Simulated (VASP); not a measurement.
# Al16N15 (a cell with a defect) in VASP: notebook

Runs on Al16N15 (a cell with a defect). Level: PBE. Tasks: single point.

Program: VASP 6.6.1. These are calculated values, not measurements. Logs are shortened: lines on timing, memory, paths and dates and some standing lists are left out, and cuts for length are marked.

### 1 The cell of the first run

The cell holds a defect, 31 atoms: a = 7.627 Å, b = 7.627 Å, c = 7.627 Å, α = 109.47°, β = 109.47°, γ = 109.47°.

### 2 Single point, PBE, collinear spin (atoms taken out, then relaxed in part)

INCAR

```
PREC     = Accurate       # precision mode
ENCUT    = 520            # plane-wave cutoff, eV
EDIFF    = 1E-7           # SCF threshold, eV
ISMEAR   = 0              # smearing method
SIGMA    = 0.01           # smearing width, eV
LREAL    = Auto         
LASPH    = T              # aspherical terms in the spheres
NELM     = 150            # most SCF steps
ALGO     = Normal         # electronic algorithm
ISIF     = 2              # what is computed and relaxed
LWAVE    = F              # write WAVECAR
LCHARG   = T              # write CHGCAR
ISPIN    = 2              # spin polarisation
MAGMOM   = 0.25 0 0.25 0.25 0 0 0 0 0 0 0 0.25 0 0 0 0 0 0 0 0 0 0 0 0 0 0 0 0 0 0 0 # initial moments
LORBIT   = 11             # projections on sites
GGA      = PE             # functional
LELF     = T              # ELF
LVHAR    = T            
NBANDS   = 86             # bands
NELECT   = 121.0
```

KPOINTS

```
Automatic mesh
0
Gamma
  4 4 4
  0.5 0.5 0.5
```

POSCAR

```
Al16N15
1.0
   -4.4031742015     -4.4031742015      4.4031742015
    4.4031742015     -4.4031742015     -4.4031742015
    4.4031742015      4.4031742015      4.4031742015
Al N
16 15
Direct
    0.2500000000      0.0281080250      0.7500000000
    0.0036052030      0.0021053539      0.0021053539
    0.5281080250      0.7500000000      0.7500000000
    0.2500000000      0.7500000000      0.0281080250
   -0.0021053539      0.7500000000      0.2514998491
    0.7485001509     -0.0036052030      0.2485001509
    0.5021053539      0.0021053539      0.5036052030
   -0.0021053539      0.2514998491      0.7500000000
    0.7514998491      0.4978946461      0.7500000000
    0.5021053539      0.5036052030      0.0021053539
    0.2500000000      0.4978946461      0.2514998491
   -0.0281080250      0.4718919750      0.4718919750
    0.7514998491      0.7500000000      0.4978946461
    0.7485001509      0.2485001509     -0.0036052030
    0.4963947970      0.2485001509      0.2485001509
    0.2500000000      0.2514998491      0.4978946461
   -0.0009729612      0.7500000000     -0.0006375515
    0.4993624485      0.4990270388      0.7500000000
    0.2500000000      0.4990270388     -0.0006375515
    0.0006375515      0.5006375515      0.2496645903
    0.7500000000      0.7500000000      0.2500000000
    0.4993624485      0.7500000000      0.4990270388
   -0.0009729612     -0.0006375515      0.7500000000
    0.7500000000      0.2500000000      0.7500000000
    0.5009729612      0.2503354097      0.0009729612
    0.2500000000      0.2500000000      0.2500000000
    0.0006375515      0.2496645903      0.5006375515
    0.7496645903      0.5006375515      0.5006375515
    0.7503354097      0.0009729612      0.0009729612
    0.5009729612      0.0009729612      0.2503354097
    0.2500000000     -0.0006375515      0.4990270388
```

Potentials or basis: VASP PAW PBE potentials, release 64 (Al, N).

Started as:

```
$ cat potpaw_PBE.64/Al/POTCAR potpaw_PBE.64/N/POTCAR > POTCAR
$ mpirun -np 1 vasp_std > vasp.out
```

OUTCAR:

```text
PREC = Accurate
   ENCUT = 520
   EDIFF = 1E-7
   ISMEAR = 0
   LREAL = Auto
   LASPH = T
   NELM = 150
   ISIF = 2
   ISPIN = 2
   LORBIT = 11
   GGA = PE
   NELECT = 121.0

 ion  position               nearest neighbor table
   1  0.250  0.028  0.750-  23 1.85  25 1.85  31 1.85  10 2.96  16 2.96   8 2.96  13 3.11   2 3.11
                             5 3.11   7 3.11  15 3.11  14 3.11
   2  0.004  0.002  0.002-  26 1.89  23 1.90  17 1.90  29 1.93   3 2.96  15 3.07  16 3.09  11 3.09
                             4 3.11   1 3.11   5 3.12  14 3.12   6 3.12   8 3.12   9 3.14  13 3.14
   3  0.528  0.750  0.750-  18 1.85  22 1.85  29 1.85  13 2.96   2 2.96   9 2.96  16 3.11   6 3.11
                            10 3.11  11 3.11   7 3.11  14 3.11
   4  0.250  0.750  0.028-  17 1.85  19 1.85  30 1.85   5 2.96  11 2.96   7 2.96  15 3.11   6 3.11
                            10 3.11   2 3.11   8 3.11   9 3.11
   5  0.998  0.750  0.251-  21 1.89  20 1.90  31 1.90  17 1.93   4 2.96  13 3.07   6 3.09  10 3.09
                            12 3.11   1 3.11  14 3.12   9 3.12   2 3.12  16 3.12   7 3.14  11 3.14
   6  0.749  0.996  0.249-  21 1.89  29 1.90  30 1.90  27 1.93  12 2.96  10 3.07   5 3.09  13 3.09
                             4 3.11   3 3.11   8 3.12   7 3.12   2 3.12  16 3.12  14 3.14  15 3.14
   7  0.502  0.002  0.504-  24 1.89  22 1.90  31 1.90  30 1.93   4 2.96  14 3.07   9 3.09   8 3.09
                             1 3.11   3 3.11  13 3.12   6 3.12  15 3.12  16 3.12  11 3.14   5 3.14
   8  0.998  0.251  0.750-  24 1.89  19 1.90  27 1.90  23 1.93   1 2.96   9 3.07  14 3.09   7 3.09
                            12 3.11   4 3.11  13 3.12  11 3.12   6 3.12   2 3.12  10 3.14  16 3.14
   9  0.751  0.498  0.750-  24 1.89  17 1.90  28 1.90  18 1.93   3 2.96   8 3.07  14 3.09   7 3.09
[... 16 lines left out ...]
  18  0.499  0.499  0.750-   3 1.85  10 1.90  16 1.90   9 1.93
  19  0.250  0.499  0.999-   4 1.85   8 1.90  10 1.90  11 1.93
  20  0.001  0.501  0.250-  12 1.85  11 1.90   5 1.90  14 1.93
  21  0.750  0.750  0.250-   5 1.89   6 1.89  10 1.89  13 1.89
  22  0.499  0.750  0.499-   3 1.85   7 1.90  11 1.90  13 1.93
  23  0.999  0.999  0.750-   1 1.85   2 1.90  13 1.90   8 1.93
  24  0.750  0.250  0.750-   7 1.89   8 1.89   9 1.89  14 1.89
  25  0.501  0.250  0.001-   1 1.85  14 1.90  15 1.90  10 1.93
  26  0.250  0.250  0.250-   2 1.89  11 1.89  15 1.89  16 1.89
  27  0.001  0.250  0.501-  12 1.85   8 1.90  16 1.90   6 1.93
  28  0.750  0.501  0.501-  12 1.85   9 1.90  13 1.90  15 1.93
  29  0.750  0.001  0.001-   3 1.85   6 1.90  14 1.90   2 1.93
  30  0.501  0.001  0.250-   4 1.85   6 1.90  15 1.90   7 1.93
  31  0.250  0.999  0.499-   1 1.85   7 1.90   5 1.90  16 1.93

  LATTYP: Found a body centered cubic cell.
 ALAT       =     8.8063484030

  Lattice vectors:

 A1 = (  -4.4031742015,  -4.4031742015,   4.4031742015)
 A2 = (   4.4031742015,  -4.4031742015,  -4.4031742015)
 A3 = (   4.4031742015,   4.4031742015,   4.4031742015)

Analysis of symmetry for initial positions (statically):
=====================================================================
 Subroutine PRICEL returns:
 Original cell was already a primitive cell.

 Routine SETGRP: Setting up the symmetry group for a
 body centered cubic supercell.

 Subroutine GETGRP returns: Found 24 space group operations
 (whereof  2 operations were pure point group operations)
 out of a pool of 48 trial point group operations.

The static configuration has the point symmetry C_1h.
 The point group associated with its full space group is T_d .

Analysis of symmetry for dynamics (positions and initial velocities):
=====================================================================
 Subroutine PRICEL returns:
 Original cell was already a primitive cell.

 Routine SETGRP: Setting up the symmetry group for a
 body centered cubic supercell.

 Subroutine GETGRP returns: Found 24 space group operations
 (whereof  2 operations were pure point group operations)
 out of a pool of 48 trial point group operations.

The dynamic configuration has the point symmetry C_1h.
 The point group associated with its full space group is T_d .

Analysis of structural, dynamic, and magnetic symmetry:
=====================================================================
 Subroutine PRICEL returns:
 Original cell was already a primitive cell.

 Routine SETGRP: Setting up the symmetry group for a
 body centered cubic supercell.

 Subroutine GETGRP returns: Found 24 space group operations
 (whereof  2 operations were pure point group operations)
 out of a pool of 48 trial point group operations.

The overall configuration has the point symmetry C_1h.
 The point group associated with its full space group is T_d .

 Subroutine INISYM returns: Found 24 space group operations
 (whereof  2 operations are pure point group operations),
 and found     1 'primitive' translations

[... 127 lines left out ...]
   ISPIN  =      2    spin polarized calculation?
   LNONCOLLINEAR =      F non collinear calculations
   LSORBIT =      F    spin-orbit coupling
   LASPH  =      T    aspherical Exc in radial PAW
   ENCUT  =  520.0 eV  38.22 Ry    6.18 a.u.  14.18 14.18 14.18*2*pi/ulx,y,z
   NELM   =    150;   NELMIN=  2; NELMDL= -5     # of ELM steps
   EDIFF  = 0.1E-06   stopping-criterion for ELM
   LREAL  =      T    real-space projection
   EDIFFG = 0.1E-05   stopping-criterion for IOM
   NSW    =      0    number of steps for IOM
   IBRION =     -1    ionic relax: 0-MD 1-quasi-New 2-CG
   NFREE  =      0    steps in history (QN), initial steepest desc. (CG)
   ISIF   =      2    stress and relaxation
   ISYM   =      2    0-nonsym 1-usesym 2-fastsym
   POTIM  = 0.5000    time-step for ionic-motion
   TEBEG  =    0.0;   TEEND  =   0.0 temperature during run
   PSTRESS=    0.0 pullay stress
   NELECT =     121.0000    total number of electrons
   NUPDOWN=      -1.0000    fix difference up-down
   EMIN   =  10.00;   EMAX   =-10.00  energy-range for DOS
   EFERMI =   0.00;   METHOD = LEGACY
   ISMEAR =     0;   SIGMA  =   0.01  broadening in eV -4-tet -1-fermi 0-gaus
   EFERMI_NEDOS =   21; number of points for ismear=-14 and -15
   IALGO  =     38    algorithm
   IMIX   =      4    mixing-type and parameters
     AMIX     =   0.40;   BMIX     =  1.00
     AMIX_MAG =   1.60;   BMIX_MAG =  1.00
  volume/ion in A,a.u.               =      11.02        74.33
  Fermi-wavevector in a.u.,A,eV,Ry     =   1.158468  2.189187 18.259677  1.342048
  Thomas-Fermi vector in A             =   2.295070
   LORBIT       =     11    0 simple, 1 ext, 2 COOP (PROOUT), +10 PAW based schemes
   GGA     = PE    functional components
   LHFCALC =     F    Hartree Fock is set to
   AEXX    =    0.0000 exact exchange contribution
   IVDW    =     0    specifies the selected vdW correction
   LEPSILON=     F    determine dielectric tensor
   LRPA    =     F    only Hartree local field effects (RPA)
 spin polarized calculation
 Gauss-broadening in eV      SIGMA  =   0.01
  energy-cutoff  :      520.00
  volume of cell :      341.47
 maximum number of plane-waves:      9244
 NGX is ok and might be reduce to    60
   NGX = 29   NGY = 29   NGZ = 29

 number of electron     120.9999975 magnetization       0.9999025

 Free energy of the ion-electron system (eV)
  ---------------------------------------------------
  ext. energy  EPLUGINS =         0.00000000
  ---------------------------------------------------
  free energy    TOTEN  =      -239.37807257 eV

  energy without entropy =     -239.37807257  energy(sigma->0) =     -239.37807257

 E-fermi :   6.5803     XC(G=0): -10.6073

 val. band max:        6.4689641752   @ k =  -0.3750   0.3750   0.3750
 cond. band min:       6.9862853035   @ k =  -0.1250   0.1250   0.1250
 fundamental gap:      0.5173211283
 Fermi energy:         6.5802509739

 spin component 1

 k-point     1 :       0.1250    0.1250    0.1250
  band No.  band energies     occupation
      1      -8.9890      1.00000
      2      -8.0573      1.00000
      3      -8.0573      1.00000
      4      -7.9367      1.00000
      5      -7.3745      1.00000
      6      -7.3745      1.00000
[... 439 lines left out ...]
     71      11.9439      0.00000
     72      11.9861      0.00000
 Fermi energy:         6.5802509739

 spin component 2

 k-point     1 :       0.1250    0.1250    0.1250
  band No.  band energies     occupation
      1      -8.9655      1.00000
      2      -8.0340      1.00000
      3      -8.0340      1.00000
      4      -7.9085      1.00000
      5      -7.3467      1.00000
      6      -7.3467      1.00000
[... 439 lines left out ...]
     71      11.9997      0.00000
     72      12.0420      0.00000
 [bands above 72 left out]

------------------------ aborting loop because EDIFF is reached ----------------------------------------

  FORCE on cell =-STRESS in cart. coord.  units (eV):
  Direction    XX          YY          ZZ          XY          YZ          ZX
  --------------------------------------------------------------------------------------
  -------------------------------------------------------------------------------------
  Total      -16.1310755    -16.1310755    -16.1310755      0.0000000      0.0000000      0.0000000
  in kB      -75.6861320    -75.6861320    -75.6861320      0.0000000      0.0000000      0.0000000
  external PRESSURE =     -75.6861320 kB  Pullay stress =       0.0000000 kB

 VOLUME and BASIS-vectors are now :
 -----------------------------------------------------------------------------
  energy-cutoff  :      520.00
  volume of cell :      341.47
      direct lattice vectors                 reciprocal lattice vectors
    -4.403174201 -4.403174201  4.403174201     0.000000000 -0.113554444  0.113554444
     4.403174201 -4.403174201 -4.403174201     0.113554444 -0.113554444  0.000000000
     4.403174201  4.403174201  4.403174201     0.113554444  0.000000000  0.113554444

 POSITION                                       TOTAL-FORCE (eV/Angst)
 -----------------------------------------------------------------------------------
      2.32535      2.07782      4.27941         0.003111     -0.003111     -0.003111
      0.00267     -0.01587      0.01587        -0.007445     -0.001708      0.001708
      4.27941     -2.32535      2.32535        -0.003111     -0.003111      0.003111
      2.32535     -4.27941     -2.07782         0.003111      0.003111      0.003111
      0.01587     -6.58889      2.19892         0.001708      0.001708      0.007445
      2.18571     -6.58889      0.00267        -0.001708      0.001708     -0.007445
[... 23 lines left out ...]
     -1.09932     -1.10788      3.30386         0.003197     -0.014310      0.003197
      5.49688     -3.30386     -1.10227        -0.014310     -0.003197     -0.003197
 -----------------------------------------------------------------------------------
    total drift:                               -0.000015      0.000015     -0.000015

  FREE ENERGIE OF THE ION-ELECTRON SYSTEM (eV)
  ---------------------------------------------------
  free  energy   TOTEN  =      -239.3780725669 eV

  energy  without entropy=     -239.3780725669  energy(sigma->0) =     -239.37807257

 total charge

# of ion       s       p       d       tot
------------------------------------------
    1        0.385   0.413   0.000   0.798
    2        0.360   0.424   0.000   0.785
    3        0.385   0.413   0.000   0.798
    4        0.385   0.413   0.000   0.798
    5        0.360   0.424   0.000   0.785
    6        0.360   0.424   0.000   0.785
[... 23 lines left out ...]
   30        1.225   2.605   0.000   3.830
   31        1.225   2.605   0.000   3.830
--------------------------------------------------
tot         24.225  45.878   0.000  70.103

 magnetization (x)

# of ion       s       p       d       tot
------------------------------------------
    1        0.003   0.018   0.000   0.021
    2        0.000   0.001   0.000   0.001
    3        0.003   0.018   0.000   0.021
    4        0.003   0.018   0.000   0.021
    5        0.000   0.001   0.000   0.001
    6        0.000   0.001   0.000   0.001
[... 23 lines left out ...]
   30        0.001   0.015   0.000   0.017
   31        0.001   0.015   0.000   0.017
--------------------------------------------------
tot          0.029   0.288   0.000   0.317
```

Wall time 20 min (1 thread of Oxide Virtual Turin-like, shared host); peak memory 0.74 GiB.

Results:

- Free energy: -239.3781 eV
- Largest force: 0.015 eV/Å
- Net moment: 1.00 μB per cell
- Site moments: Al +0.02, +0.00 (each value once); N +0.02, +0.01 (each value once) μB
- Valence electrons inside the program's atomic spheres: Al 0.80, 0.79 (each value once); N 3.83, 3.85 (each value once)

Forces in eV/Å, atoms in the order of the input:
```
Al   0.003 -0.003 -0.003
Al  -0.007 -0.002  0.002
Al  -0.003 -0.003  0.003
Al   0.003  0.003  0.003
Al   0.002  0.002  0.007
Al  -0.002  0.002 -0.007
Al   0.002  0.007  0.002
Al   0.002 -0.007 -0.002
Al  -0.002 -0.007  0.002
Al   0.002 -0.002 -0.007
Al   0.007  0.002  0.002
Al  -0.003  0.003 -0.003
Al  -0.002 -0.002  0.007
Al  -0.002  0.007 -0.002
Al  -0.007  0.002 -0.002
Al   0.007 -0.002 -0.002
N    0.003  0.003 -0.014
N   -0.003  0.014  0.003
N   -0.014  0.003  0.003
N   -0.003 -0.014 -0.003
N    0.000  0.000  0.000
N   -0.003 -0.003 -0.014
N    0.003  0.014 -0.003
N    0.000  0.000  0.000
N    0.003 -0.003  0.014
N    0.000  0.000  0.000
N   -0.003  0.003  0.014
N    0.014  0.003 -0.003
N    0.014 -0.003  0.003
N    0.003 -0.014  0.003
N   -0.014 -0.003 -0.003
```

Caveat: the cell carries a net charge on a neutralising background, which shifts energy and pressure; the cell differs from its parent crystal (atoms taken out, then relaxed in part); the cell is charged against a uniform background, so pressure and absolute levels hang on convention.

### 3 Single point, PBE, collinear spin (atoms taken out, then relaxed in part)

INCAR

```
ALGO     = Normal         # electronic algorithm
EDIFF    = 1E-6           # SCF threshold, eV
ENCUT    = 520            # plane-wave cutoff, eV
GGA      = PE             # functional
ISIF     = 2              # what is computed and relaxed
ISMEAR   = 0              # smearing method
ISPIN    = 2              # spin polarisation
LASPH    = True           # aspherical terms in the spheres
LCHARG   = False          # write CHGCAR
LORBIT   = 11             # projections on sites
LREAL    = Auto         
LWAVE    = False          # write WAVECAR
MAGMOM   = 0.25 0 0 0.25 0 0.25 0 0 0 0 0 0 0.25 0 0 0 0 0 0 0 0 0 0 0 0 0 0 0 0 0 0 # initial moments
NBANDS   = 86             # bands
NELECT   = 121.0        
NELM     = 150            # most SCF steps
PREC     = Accurate       # precision mode
SIGMA    = 0.01           # smearing width, eV
```

KPOINTS

```
Automatic mesh
0
Gamma
  2 2 2
  0.5 0.5 0.5
```

POSCAR

```
Al16N15
1.0
   -4.4031742015      4.4031742015     -4.4031742015
    4.4031742015     -4.4031742015     -4.4031742015
   -4.4031742015     -4.4031742015      4.4031742015
Al N
16 15
Direct
    0.5001170303      0.2781185884      0.2502671234
    0.2538179897      0.2520767375      0.5024075987
   -0.0014444241      0.2462551496      0.7487122537
    0.7783208445     -0.0000581918      0.2502996907
    0.7522391837      0.2520707781      0.0039644225
    0.5000805026     -0.0000791407      0.5284356507
    0.2479667146     -0.0000596749      0.7518228411
    0.0016697496      0.7477956598      0.2502645458
    1.0016754274      0.9999411903      0.9981330442
    0.7522403949      0.7536350152      0.5024035207
    0.5001076571      0.7478018563      0.7518278512
    0.2479766708      0.5014947527      0.2502675620
    0.2219577744      0.7217862369     -0.0279036399
   -0.0014410312      0.4983793098      0.4965778969
    0.7464270026      0.4983856568      0.7487114268
    0.5001208679      0.5015044710     -0.0018615295
    0.2490999527     -0.0000640090      0.4995204427
    0.0001112698     -0.0000583598      0.7502666638
    0.7493718455      0.7489366677      0.2502726341
    0.7493724972     -0.0000629199     -0.0007267654
    0.5001080117      0.7489359157      0.4995230050
    0.2508482058      0.7506813646      0.7499978839
    0.0001124656      0.4999393370      0.2502682545
   -0.0001431968      0.7506828183      0.0010116799
    0.7511161723      0.5002090808      0.5012669527
    0.5001142924      0.4999409387      0.7502690584
    0.2491141780      0.2491978587      0.2502698543
    0.2508533724      0.4996813006      0.0010066069
    0.0003832098      0.2509462249      0.5012748878
    0.7511048704      0.2509344669      0.7505240250
    0.5001048040      0.2491980856     -0.0007386595
```

Potentials or basis: VASP PAW PBE potentials, release 64 (Al, N).

Started as:

```
$ cat potpaw_PBE.64/Al/POTCAR potpaw_PBE.64/N/POTCAR > POTCAR
$ mpirun -np 1 vasp_std > vasp.out
```

It took 10 min on 1 thread of Oxide Virtual Turin-like, shared host; peak memory 0.67 GiB.

It converged, with:

* Free energy: -239.3909 eV
* Largest force: 0.020 eV/Å
* Net moment: 1.00 μB per cell
* Site moments: Al +0.02, +0.00 (each value once); N +0.02, +0.01 (each value once) μB
* Valence electrons inside the program's atomic spheres: Al 0.80, 0.79 (each value once); N 3.83, 3.85 (each value once)

Forces on the atoms (eV/Å):
```
Al  -0.002  0.002  0.002
Al   0.011  0.006  0.012
Al   0.006 -0.012 -0.010
Al   0.007 -0.001  0.001
Al   0.010  0.012  0.006
Al   0.001  0.002 -0.005
Al  -0.006  0.011 -0.011
Al   0.011 -0.011 -0.006
Al  -0.005 -0.011  0.011
Al   0.005  0.011  0.012
Al   0.010 -0.006 -0.012
Al  -0.012  0.011 -0.006
Al  -0.002 -0.002 -0.001
Al  -0.010 -0.011  0.006
Al  -0.012  0.006 -0.010
Al  -0.011 -0.006  0.012
N    0.000 -0.014  0.014
N    0.001  0.000  0.000
N   -0.014  0.014  0.000
N   -0.001  0.013 -0.013
N   -0.014  0.000  0.014
N    0.013  0.013  0.000
N    0.000  0.000  0.000
N    0.013  0.001  0.013
N    0.000 -0.013 -0.013
N    0.000  0.000  0.000
N    0.014 -0.013 -0.001
N    0.000  0.013  0.013
N   -0.014  0.000 -0.014
N   -0.013 -0.013  0.001
N    0.013  0.000 -0.014
```

Levels at points of the mesh, in eV from the Fermi level:
Spin up:
```tsv
k point	band 57	band 58	band 59	band 60	band 61	band 62	band 63	band 64	band 65	band 66
(0.25, 0.25, 0.25)	-1.22	-1.20	-1.20	-1.20	-0.28	3.40	3.40	3.40	4.62	4.62
```
Spin down:
| k point | band 58 | band 59 | band 60 | band 61 | band 62 | band 63 |
| --- | --- | --- | --- | --- | --- | --- |
| (0.25, 0.25, 0.25) | -1.18 | -1.18 | -1.18 | 0.82 | 3.80 | 3.80 |

Caveat: the cell carries a net charge on a neutralising background, which shifts energy and pressure; the cell differs from its parent crystal (atoms taken out, then relaxed in part); the cell is charged against a uniform background, so pressure and absolute levels hang on convention.
